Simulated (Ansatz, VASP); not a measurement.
# B: VASP beside Ansatz

The input INCAR:

```
ALGO = Normal
EDIFF = 1E-6
ENCUT = 520
GGA = PE
ISIF = 2
ISMEAR = 0
LASPH = T
LCHARG = T
LELF = T
LREAL = F
LVHAR = T
LWAVE = F
NBANDS = 12
NELM = 100
PREC = Accurate
SIGMA = 0.1
```

KPOINTS

```
k-points
0
Gamma
  9 9 9
```

The input POSCAR:

```
B
1.0
    1.3905946252      0.8028601812      6.4338830582
   -1.3905946252      0.8028601812      6.4338830582
    0.0000000000     -1.6057203624      6.4338830582
B
3
Direct
    0.0000000000      0.0000000000      0.0000000000
    0.2209406600      0.2209406600      0.2209406600
    0.7790593400      0.7790593400      0.7790593400
```

Input for Ansatz:

```yaml
crystal:
  lattice:
    - [1.3905946252, 0.8028601812, 6.4338830582]
    - [-1.3905946252, 0.8028601812, 6.4338830582]
    - [0.0, -1.6057203624, 6.4338830582]
  atoms:
    - { symbol: B, position: [0.0, 0.0, 0.0] }
    - { symbol: B, position: [0.22094066, 0.22094066, 0.22094066] }
    - { symbol: B, position: [0.77905934, 0.77905934, 0.77905934] }
basis:
  ecutwfc: 420
kpoints:
  mp_grid: { grid: [9, 9, 9] }
hamiltonian:
  xc: pbe
scf:
  occupations: { method: gaussian, width: 0.1 }
output:
  forces: true
  stress: true
  eigenvalues: true
```

Alike in both runs: task single point; functional PBE; k mesh 9 × 9 × 9; occupations gaussian, width 0.1 eV; no spin polarisation.

```csv
,VASP,Ansatz
version,VASP 6.6.1,Ansatz 0.2.0
potentials or method,"VASP PAW PBE potentials, release 64 (B), cutoff 520 eV","scalar-relativistic, plane waves, PAW"
valence electrons in the cell,9,9
```

|  | VASP | Ansatz | Ansatz less VASP |
| --- | --- | --- | --- |
| gap on the k mesh at the Fermi level (eV) | none | none | - |
| pressure (GPa) | -29.2 | -29.2 | +0.02 |
| traceless stress, the component that is largest in VASP (GPa) | -3.96 | -3.96 | -0.003 |
| rms of the force components (eV/Å) | 0.104 | 0.104 | +0.0001 |

Atom by atom the forces differ by 0.000 eV/Å (rms over components). A gap of «none» marks a metal or a gap that the smearing closes. Both programs put the cell under strong tension, so it lies far from rest at this level.
